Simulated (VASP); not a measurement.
Wanted: the native input for a VASP 6.6.1 run.

| Quantity | Value |
| --- | --- |
| Task | single point |
| Functional | PBE |
| Dispersion | D3(BJ) |
| Potentials or basis | VASP PAW PBE potentials, release 64 (Be) |
| Cutoff | 520 eV |
| k mesh | 2 × 2 × 2 |
| Occupations | fermi-dirac, width 0.24 eV |
| Spin | no spin polarisation |
| Dipole correction | no |
| Further INCAR settings | LREAL = Auto; ALGO = Normal; EDIFF = 1e-06; NBANDS = 60 |

The structure of Be lies in POSCAR:

```
Be
1.0
    6.9826430000      0.0000000000      0.0000000000
   -3.4913210000      6.0471460000      0.0000000000
    0.0000000000      0.0000000000      7.2945340000
Be
36
Direct
    0.0201688320     -0.0011079607      0.0194803397
    0.1227391493      0.2357971843      0.2756173321
    0.1206686521      0.0586557692      0.5061461089
    0.0624457480      0.1629859772      0.7567309989
    0.0533949634      0.3720763481      0.0189868194
    0.1285184055      0.4966309727      0.3340172244
   -0.0360410763      0.2276611148      0.5049808528
    0.1261000603      0.5197493165      0.7308760231
   -0.0317126391      0.6464206421     -0.0162998760
    0.0241805975      0.8749251300      0.2456633967
   -0.0168135407      0.6466025461      0.5185800765
    0.0073012679      0.8612161836      0.7582115595
    0.4601736597      0.0586392325     -0.0218656874
    0.4125740974      0.2054688278      0.3125902217
    0.3830535646      0.0250696775      0.5357299041
    0.4119939825      0.2766594357      0.7842995865
    0.3079874301      0.2966688749      0.0560008357
    0.4318164959      0.5112163655      0.2501324965
    0.3709611677      0.3547623954      0.5180865563
    0.3778054225      0.5120928120      0.8137188750
    0.3645382800      0.6873159669     -0.0105284313
    0.4814083049      0.8198909039      0.2446352296
    0.3907683855      0.7251685340      0.4835949767
    0.4601262937      0.9059314923      0.7508498829
    0.6802720269     -0.0623269225     -0.0452119354
    0.8193967546      0.2803967359      0.2714772458
    0.6542362937      0.0530167454      0.4548200063
    0.8246275320      0.2854735110      0.7612549342
    0.6720946764      0.3801131972     -0.0284322480
    0.7294834435      0.5611407431      0.2324754398
    0.6664804160      0.3672806974      0.4595495751
    0.7050224827      0.5439260107      0.7044589826
    0.6908683544      0.6874151873     -0.0305297090
    0.7714770753      0.8826312446      0.2040431918
    0.6317897773      0.6213013544      0.4817716937
    0.7200977710      0.9191608736      0.6640862871
```

The input as run:

INCAR

```
SYSTEM = Be
ALGO     = Normal         ! electronic algorithm
EDIFF    = 1E-6           ! SCF threshold, eV
ENCUT    = 520            ! plane-wave cutoff, eV
GGA      = PE             ! functional
ISIF     = 2              ! what is computed and relaxed
ISMEAR   = -1             ! smearing method
IVDW     = 12             ! dispersion correction
LASPH    = .TRUE.         ! aspherical terms in the spheres
LCHARG   = .FALSE.        ! write CHGCAR
LREAL    = Auto         
LWAVE    = .FALSE.        ! write WAVECAR
NBANDS   = 60             ! bands
NELM     = 60             ! most SCF steps
PREC     = Accurate       ! precision mode
SIGMA    = 0.24           ! smearing width, eV
```

KPOINTS

```
k-points
0
G
  2 2 2
  0 0 0
```

Potentials or basis: VASP PAW PBE potentials, release 64 (Be).

Launch:

```console
$ cat potpaw_PBE.64/Be/POTCAR > POTCAR
$ mpirun -np 1 vasp_std > vasp.out
```

Results of the run:

The pressure is 4.0 GPa and the largest force is 4.244 eV/Å. The band gap on the k mesh is zero (bands 36 and 37 overlap by 0.40 eV) and the dispersion energy per atom is -0.328 eV.

Caveat: the k points lie up to 0.52 Å⁻¹ apart; forces of over 1 eV/Å act on the atoms, so gaps and moduli don't describe the material at rest.

It took 3.1 min on 1 thread of Intel(R) Xeon(R) 6975P-C (Granite Rapids), on a shared host, peak memory 0.4 GiB.
